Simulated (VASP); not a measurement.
**AlRu: single point with PBEsol**

The system is AlRu.

```
Al Ru
1.0
     3.11025    0.00000    0.00000
     0.00000    3.11025    0.00000
     0.00000    0.00000    2.86783
Al Ru
1 1
Direct
  0.00000 0.00000 0.00000
  0.50000 0.50000 0.50000
```

This cell differs from its parent crystal: biaxial strain in the a-b plane: +4.5 %, then relaxed in part.

| Quantity | Value |
| --- | --- |
| Program | VASP 6.6.1 |
| Task | single point |
| Functional | PBEsol |
| Potentials or basis | VASP PAW PBE potentials, release 64 (Al, Ru_pv) |
| Cutoff | 520 eV |
| k mesh | 18 × 18 × 18 |
| Occupations | gaussian, width 0.1 eV |
| Spin | no spin polarisation |

The pressure is -9.3 GPa and the band gap on the k mesh is zero (an odd number of electrons rules out a gap without spin polarisation).

Stress tensor (GPa, compression positive):
```
-13.95   0.00   0.00
  0.00 -13.95   0.00
  0.00   0.00   0.04
```

Levels at points of the mesh, in eV from the Fermi level:
| k point | band 5 | band 6 | band 7 | band 8 | band 9 | band 10 | band 11 | band 12 | band 13 | band 14 |
| --- | --- | --- | --- | --- | --- | --- | --- | --- | --- | --- |
| (0.00, 0.00, 0.00) | -3.48 | -3.47 | -0.20 | 0.34 | 0.34 | 5.05 | 5.05 | 7.56 | 10.29 | 10.83 |
| (0.50, 0.00, 0.00) | -5.76 | -2.83 | -1.87 | -0.94 | 0.53 | 1.66 | 7.33 | 10.05 | 11.62 | 12.24 |
| (0.50, 0.50, 0.00) | -3.23 | -1.69 | -1.69 | -0.64 | -0.64 | 1.06 | 4.25 | 5.49 | 11.59 | 11.96 |
| (0.00, 0.00, 0.50) | -4.86 | -2.48 | -1.91 | -1.91 | 0.17 | 2.99 | 7.40 | 10.11 | 10.11 | 12.10 |
| (0.50, 0.00, 0.50) | -2.87 | -1.52 | -1.51 | -1.24 | -0.94 | 1.47 | 5.51 | 5.97 | 9.73 | 13.64 |
| (0.50, 0.50, 0.50) | -4.52 | -4.39 | 1.22 | 1.75 | 2.37 | 3.83 | 3.83 | 4.32 | 7.44 | 8.50 |

Wall time 64 s on 1 thread of Intel(R) Xeon(R) 6975P-C (Granite Rapids), with other jobs on the host, peak memory 0.33 GiB.

Caveat: the cell differs from its parent crystal (biaxial strain in the a-b plane: +4.5 %, then relaxed in part); the cell stands under tension; the PAW data sets were made with another functional, which shifts forces and pressure a little.
